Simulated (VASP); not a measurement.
# Sn (Fd-3m) in VASP: further runs

Runs on Sn. Level: LDA. Tasks: single point.

All numbers are computed with VASP 6.6.1; they aren't measurements. Logs are shortened: lines on timing, memory, paths and dates and some standing lists are left out, and cuts for length are marked.

### Step 1. The cell of the first run

It takes space group Fd-3m (No. 227, cubic). The conventional cell has a = 6.426 Å, b = 6.426 Å, c = 6.426 Å, α = 90.00°, β = 90.00°, γ = 90.00°. Within 3.7 Å of Sn (site symmetry -43m) lie 4 Sn at 2.78 Å.

### Step 2. Single point, LDA (volume scaled by 0.97)

Input file INCAR:

```
SYSTEM = Sn
ALGO = Normal
EDIFF = 1E-6
ENCUT = 520
ISIF = 2
ISMEAR = -1
LASPH = .TRUE.
LCHARG = .TRUE.
LELF = .TRUE.
LREAL = .FALSE.
LVHAR = .TRUE.
LWAVE = .FALSE.
NBANDS = 21
NELM = 80
PREC = Accurate
SIGMA = 0.03
```

Input file KPOINTS:

```
k-points
0
G
  9 9 9
  0 0 0
```

Input file POSCAR:

```
Sn
1.0
    0.0000000000      3.2128139200      3.2128139200
    3.2128139200      0.0000000000      3.2128139200
    3.2128139200      3.2128139200      0.0000000000
Sn
2
Direct
    0.5000000000      0.5000000000      0.5000000000
    0.7500000000      0.7500000000      0.7500000000
```

Potentials or basis: VASP PAW LDA potentials, release 64 (Sn_d).

On the command line:

```console
cat potpaw_LDA.64/Sn_d/POTCAR > POTCAR
mpirun -np 1 vasp_std > vasp.out
```

OUTCAR:

```text
SYSTEM = Sn
   EDIFF = 1E-6
   ENCUT = 520
   ISIF = 2
   ISMEAR = -1
   LASPH = .TRUE.
   LREAL = .FALSE.
   NELM = 80
   PREC = Accurate

 ion  position               nearest neighbor table
   1  0.500  0.500  0.500-   2 2.78   2 2.78   2 2.78   2 2.78
   2  0.750  0.750  0.750-   1 2.78   1 2.78   1 2.78   1 2.78

  LATTYP: Found a face centered cubic cell.
 ALAT       =     6.4256278400

  Lattice vectors:

 A1 = (   0.0000000000,   3.2128139200,   3.2128139200)
 A2 = (   3.2128139200,   0.0000000000,   3.2128139200)
 A3 = (   3.2128139200,   3.2128139200,   0.0000000000)

Analysis of symmetry for initial positions (statically):
=====================================================================
 Subroutine PRICEL returns:
 Original cell was already a primitive cell.

 Routine SETGRP: Setting up the symmetry group for a
 face centered cubic supercell.

 Subroutine GETGRP returns: Found 48 space group operations
 (whereof 24 operations were pure point group operations)
 out of a pool of 48 trial point group operations.

The static configuration has the point symmetry T_d .
 The point group associated with its full space group is O_h .

Analysis of symmetry for dynamics (positions and initial velocities):
=====================================================================
 Subroutine PRICEL returns:
 Original cell was already a primitive cell.

 Routine SETGRP: Setting up the symmetry group for a
 face centered cubic supercell.

 Subroutine GETGRP returns: Found 48 space group operations
 (whereof 24 operations were pure point group operations)
 out of a pool of 48 trial point group operations.

The dynamic configuration has the point symmetry T_d .
 The point group associated with its full space group is O_h .

 Subroutine INISYM returns: Found 48 space group operations
 (whereof 24 operations are pure point group operations),
 and found     1 'primitive' translations

----------------------------------------------------------------------------------------

                                     Primitive cell

  volume of cell :      66.3264

  direct lattice vectors                    reciprocal lattice vectors
     0.000000000  3.212813920  3.212813920    -0.155626816  0.155626816  0.155626816
     3.212813920  0.000000000  3.212813920     0.155626816 -0.155626816  0.155626816
     3.212813920  3.212813920  0.000000000     0.155626816  0.155626816 -0.155626816

  length of vectors
     4.543605019  4.543605019  4.543605019     0.269553552  0.269553552  0.269553552

  position of ions in fractional coordinates (direct lattice)
     0.500000000  0.500000000  0.500000000
     0.750000000  0.750000000  0.750000000

  ion indices of the primitive-cell ions
   primitive index   ion index
                 1           1
                 2           2

----------------------------------------------------------------------------------------

 KPOINTS: k-points

Automatic generation of k-mesh.
 Grid dimensions read from file:
 generate k-points for:    9    9    9

 Generating k-lattice:

  Cartesian coordinates                     Fractional coordinates (reciprocal lattice)
    -0.017291868  0.017291868  0.017291868     0.111111111  0.000000000  0.000000000
     0.017291868 -0.017291868  0.017291868     0.000000000  0.111111111  0.000000000
     0.017291868  0.017291868 -0.017291868     0.000000000  0.000000000  0.111111111

  Length of vectors
     0.029950395  0.029950395  0.029950395

  Shift w.r.t. Gamma in fractional coordinates (k-lattice)
     0.000000000  0.000000000  0.000000000

 Subroutine IBZKPT returns following result:
 ===========================================

 Found     35 irreducible k-points:

 Following reciprocal coordinates:
            Coordinates               Weight
  0.000000  0.000000  0.000000      1.000000
  0.111111  0.000000  0.000000      8.000000
  0.222222  0.000000  0.000000      8.000000
  0.333333  0.000000  0.000000      8.000000
  0.444444  0.000000  0.000000      8.000000
  0.111111  0.111111  0.000000      6.000000
[... 16 lines left out ...]
 -0.333333  0.333333  0.000000     12.000000
  0.444444  0.444444  0.000000      6.000000
 [... further k-points ...]
   k-points           NKPTS =     35   k-points in BZ     NKDIM =     35   number of bands    NBANDS=     21
   number of dos      NEDOS =    301   number of ions     NIONS =      2
   total plane-waves  NPLWV =  46656
   dimension x,y,z NGX =    36 NGY =   36 NGZ =   36
   dimension x,y,z NGXF=    72 NGYF=   72 NGZF=   72
   ions per type =               2
   NGX,Y,Z   is equivalent  to a cutoff of  13.17, 13.17, 13.17 a.u.
   NGXF,Y,Z  is equivalent  to a cutoff of  26.34, 26.34, 26.34 a.u.
 SYSTEM =  Sn
   PREC   = accura    normal or accurate (medium, high low for compatibility)
   ISTART =      0    job   : 0-new  1-cont  2-samecut
   ICHARG =      2    charge: 1-file 2-atom 10-const
   ISPIN  =      1    spin polarized calculation?
   LNONCOLLINEAR =      F non collinear calculations
   LSORBIT =      F    spin-orbit coupling
   LASPH  =      T    aspherical Exc in radial PAW
   ENCUT  =  520.0 eV  38.22 Ry    6.18 a.u.   8.45  8.45  8.45*2*pi/ulx,y,z
   NELM   =     80;   NELMIN=  2; NELMDL= -5     # of ELM steps
   EDIFF  = 0.1E-05   stopping-criterion for ELM
   LREAL  =      F    real-space projection
   EDIFFG = 0.1E-04   stopping-criterion for IOM
   NSW    =      0    number of steps for IOM
   IBRION =     -1    ionic relax: 0-MD 1-quasi-New 2-CG
   NFREE  =      0    steps in history (QN), initial steepest desc. (CG)
   ISIF   =      2    stress and relaxation
   ISYM   =      2    0-nonsym 1-usesym 2-fastsym
   POTIM  = 0.5000    time-step for ionic-motion
   TEBEG  =    0.0;   TEEND  =   0.0 temperature during run
   PSTRESS=    0.0 pullay stress
   NELECT =      28.0000    total number of electrons
   NUPDOWN=      -1.0000    fix difference up-down
   EMIN   =  10.00;   EMAX   =-10.00  energy-range for DOS
   EFERMI =   0.00;   METHOD = LEGACY
   ISMEAR =    -1;   SIGMA  =   0.03  broadening in eV -4-tet -1-fermi 0-gaus
   EFERMI_NEDOS =   21; number of points for ismear=-14 and -15
   IALGO  =     38    algorithm
   IMIX   =      4    mixing-type and parameters
     AMIX     =   0.40;   BMIX     =  1.00
     AMIX_MAG =   1.60;   BMIX_MAG =  1.00
  volume/ion in A,a.u.               =      33.16       223.80
  Fermi-wavevector in a.u.,A,eV,Ry     =   1.228095  2.320763 20.520540  1.508217
  Thomas-Fermi vector in A             =   2.363033
   LORBIT       =      0    0 simple, 1 ext, 2 COOP (PROOUT), +10 PAW based schemes
   GGA     = CA    functional components
   LHFCALC =     F    Hartree Fock is set to
   AEXX    =    0.0000 exact exchange contribution
   IVDW    =     0    specifies the selected vdW correction
   LEPSILON=     F    determine dielectric tensor
   LRPA    =     F    only Hartree local field effects (RPA)
 non-spin polarized calculation
  energy-cutoff  :      520.00
  volume of cell :       66.33
 maximum number of plane-waves:      1820
 NGX is ok and might be reduce to    36
   NGX = 17   NGY = 17   NGZ = 17

 number of electron      28.0000012 magnetization

 Free energy of the ion-electron system (eV)
  ---------------------------------------------------
  ext. energy  EPLUGINS =         0.00000000
  ---------------------------------------------------
  free energy    TOTEN  =        -8.93256517 eV

  energy without entropy =       -8.93194213  energy(sigma->0) =       -8.93225365

 E-fermi :   5.6420     XC(G=0):  -9.3224

 val. band max:        5.5299193259   @ k =   0.1111   0.0000   0.0000
 cond. band min:       5.6670782785   @ k =   0.4444   0.0000   0.0000
 fundamental gap:      0.1371589525
 Fermi energy:         5.6419720854

 k-point     1 :       0.0000    0.0000    0.0000
  band No.  band energies     occupation
      1     -15.9871      2.00000
      2     -15.9871      2.00000
      3     -15.9871      2.00000
      4     -15.9214      2.00000
      5     -15.9214      2.00000
      6     -15.5837      2.00000
[... 13 lines left out ...]
     20      13.8025      0.00000
     21      13.8025      0.00000

 k-point     2 :       0.1111    0.0000    0.0000
  band No.  band energies     occupation
      1     -15.9970      2.00000
      2     -15.9970      2.00000
      3     -15.9839      2.00000
      4     -15.9076      2.00000
      5     -15.9076      2.00000
      6     -15.6032      2.00000
[... 13 lines left out ...]
     20      12.9100      0.00000
     21      12.9100      0.00000

 k-point     3 :       0.2222    0.0000    0.0000
  band No.  band energies     occupation
      1     -16.0120      2.00000
      2     -16.0120      2.00000
      3     -15.9756      2.00000
      4     -15.8833      2.00000
      5     -15.8833      2.00000
      6     -15.6253      2.00000
[... 13 lines left out ...]
     20      12.5674      0.00000
     21      12.5674      0.00000

 k-point     4 :       0.3333    0.0000    0.0000
  band No.  band energies     occupation
      1     -16.0219      2.00000
      2     -16.0219      2.00000
      3     -15.9659      2.00000
      4     -15.8646      2.00000
      5     -15.8646      2.00000
      6     -15.6398      2.00000
[... 13 lines left out ...]
     20      13.0788      0.00000
     21      13.0788      0.00000

 k-point     5 :       0.4444    0.0000    0.0000
  band No.  band energies     occupation
      1     -16.0261      2.00000
      2     -16.0261      2.00000
      3     -15.9592      2.00000
      4     -15.8560      2.00000
      5     -15.8560      2.00000
      6     -15.6457      2.00000
[... 13 lines left out ...]
     20      14.1982      0.00000
     21      14.1982      0.00000
[... 382 lines left out ...]
     20      15.1461      0.00000
     21      15.5974      0.00000

 k-point    22 :      -0.4444    0.3333    0.0000
  band No.  band energies     occupation
      1     -16.0637      2.00000
      2     -16.0421      2.00000
      3     -15.9039      2.00000
      4     -15.8071      2.00000
      5     -15.7789      2.00000
      6     -15.7373      2.00000
[... 13 lines left out ...]
     20      14.3496      0.00000
     21      16.0970      0.00000

 k-point    23 :      -0.3333    0.3333    0.0000
  band No.  band energies     occupation
      1     -16.0687      2.00000
      2     -16.0432      2.00000
      3     -15.8959      2.00000
      4     -15.7852      2.00000
      5     -15.7756      2.00000
      6     -15.7540      2.00000
[... 13 lines left out ...]
     20      13.1198      0.00000
     21      16.3682      0.00000

 k-point    24 :       0.4444    0.4444    0.0000
  band No.  band energies     occupation
      1     -16.0414      2.00000
      2     -16.0414      2.00000
      3     -15.9270      2.00000
      4     -15.8623      2.00000
      5     -15.7742      2.00000
      6     -15.7132      2.00000
[... 13 lines left out ...]
     20      15.6651      0.00000
     21      16.0260      0.00000

 [... further k-points ...]
[... 5 lines left out ...]
  --------------------------------------------------------------------------------------
  -------------------------------------------------------------------------------------
  Total        0.4438159      0.4438159      0.4438159      0.0000000      0.0000000      0.0000000
  in kB       10.7207873     10.7207873     10.7207873      0.0000000      0.0000000      0.0000000
  external PRESSURE =      10.7207873 kB  Pullay stress =       0.0000000 kB

 VOLUME and BASIS-vectors are now :
 -----------------------------------------------------------------------------
  energy-cutoff  :      520.00
  volume of cell :       66.33
      direct lattice vectors                 reciprocal lattice vectors
     0.000000000  3.212813920  3.212813920    -0.155626816  0.155626816  0.155626816
     3.212813920  0.000000000  3.212813920     0.155626816 -0.155626816  0.155626816
     3.212813920  3.212813920  0.000000000     0.155626816  0.155626816 -0.155626816

 POSITION                                       TOTAL-FORCE (eV/Angst)
 -----------------------------------------------------------------------------------
      3.21281      3.21281      3.21281         0.000000      0.000000      0.000000
      4.81922      4.81922      4.81922        -0.000000     -0.000000     -0.000000
 -----------------------------------------------------------------------------------
    total drift:                                0.000000      0.000000      0.000000

  FREE ENERGIE OF THE ION-ELECTRON SYSTEM (eV)
  ---------------------------------------------------
  free  energy   TOTEN  =        -8.9325651740 eV

  energy  without entropy=       -8.9319421295  energy(sigma->0) =       -8.93225365
```

Wall time 25 s (1 thread of Intel Xeon Platinum 8375C at 2.90GHz (Ice Lake), shared host); peak memory 0.19 GiB.

Results:

```
Free energy            : -8.9326 eV
Pressure               : 1.1 GPa
Band gap on the k mesh : zero (band 14 reaches 5.78 eV, above the bottom of band 15 at 5.67 eV)
```

Levels at points of the mesh, in eV from the Fermi level:
```tsv
k point	band 11	band 12	band 13	band 14	band 15	band 16	band 17	band 18
(0.00, 0.00, 0.00)	-10.80	-0.54	0.13	0.13	0.13	2.20	2.20	2.20
```

Caveat: spin-orbit coupling is left out, which moves the levels of the heavy elements.

### Step 3. Single point, LDA (volume scaled by 1.03)

Input file INCAR:

```
SYSTEM = Sn
PREC = Accurate
ENCUT = 520
EDIFF = 1E-6
ISMEAR = -1
SIGMA = 0.03
LREAL = .False.
LASPH = .True.
NELM = 80
ALGO = Normal
ISIF = 2
LWAVE = .False.
LCHARG = .False.
NBANDS = 21
```

Input file KPOINTS:

```
Automatic mesh
0
Gamma
  9 9 9
  0 0 0
```

Input file POSCAR:

```
Sn
1.0
    0.0000000000      3.2777367435      3.2777367435
    3.2777367435      0.0000000000      3.2777367435
    3.2777367435      3.2777367435      0.0000000000
Sn
2
Direct
    0.5000000000      0.5000000000      0.5000000000
    0.7500000000      0.7500000000      0.7500000000
```

Potentials or basis: VASP PAW LDA potentials, release 64 (Sn_d).

On the command line:

```console
cat potpaw_LDA.64/Sn_d/POTCAR > POTCAR
mpirun -np 1 vasp_std > vasp.out
```

Run time: 28 s. Hardware: 1 thread of Intel Xeon Platinum 8375C at 2.90GHz (Ice Lake), shared host; peak memory 0.18 GiB.

The run converged. Its results:

| Quantity | Value |
| --- | --- |
| Free energy | -8.9256 eV |
| Pressure | -1.5 GPa |
| Band gap on the k mesh | zero (band 14 reaches 5.14 eV, above the bottom of band 15 at 4.91 eV) |

Levels at points of the mesh, in eV from the Fermi level:
| k point | band 11 | band 12 | band 13 | band 14 | band 15 | band 16 | band 17 | band 18 |
| --- | --- | --- | --- | --- | --- | --- | --- | --- |
| (0.00, 0.00, 0.00) | -10.35 | -0.90 | 0.19 | 0.19 | 0.19 | 2.24 | 2.24 | 2.24 |

Caveat: spin-orbit coupling is left out, which moves the levels of the heavy elements.

### Step 4. Single point, LDA (volume scaled by 1.06)

Input file INCAR:

```
SYSTEM = Sn
PREC = Accurate
ENCUT = 520
EDIFF = 1E-7
ISMEAR = -1
SIGMA = 0.03
LREAL = .FALSE.
LASPH = .TRUE.
NELM = 80
ALGO = Normal
ISIF = 2
LWAVE = .FALSE.
LCHARG = .FALSE.
NBANDS = 21
```

Input file KPOINTS:

```
regular mesh
0
G
  9 9 9
  0 0 0
```

Input file POSCAR:

```
Sn
1.0
    0.0000000000      3.3092553764      3.3092553764
    3.3092553764      0.0000000000      3.3092553764
    3.3092553764      3.3092553764      0.0000000000
Sn
2
Direct
    0.5000000000      0.5000000000      0.5000000000
    0.7500000000      0.7500000000      0.7500000000
```

On the command line:

```console
cat potpaw_LDA.64/Sn_d/POTCAR > POTCAR
mpirun -np 1 vasp_std > vasp.out
```

Run time: 29 s. Hardware: 1 thread of Intel Xeon Platinum 8375C at 2.90GHz (Ice Lake), shared host; peak memory 0.19 GiB.

The run converged. Its results:

```
Free energy            : -8.9001 eV
Pressure               : -2.5 GPa
Band gap on the k mesh : zero (band 14 reaches 4.85 eV, above the bottom of band 15 at 4.57 eV)
```

Levels at points of the mesh, in eV from the Fermi level:
```
           k point  band 11  band 12  band 13  band 14  band 15  band 16  band 17  band 18
(0.00, 0.00, 0.00)   -10.16    -1.09     0.19     0.19     0.19     2.24     2.24     2.24
```

Caveat: spin-orbit coupling is left out, which moves the levels of the heavy elements.

[end of part 1 of 2]
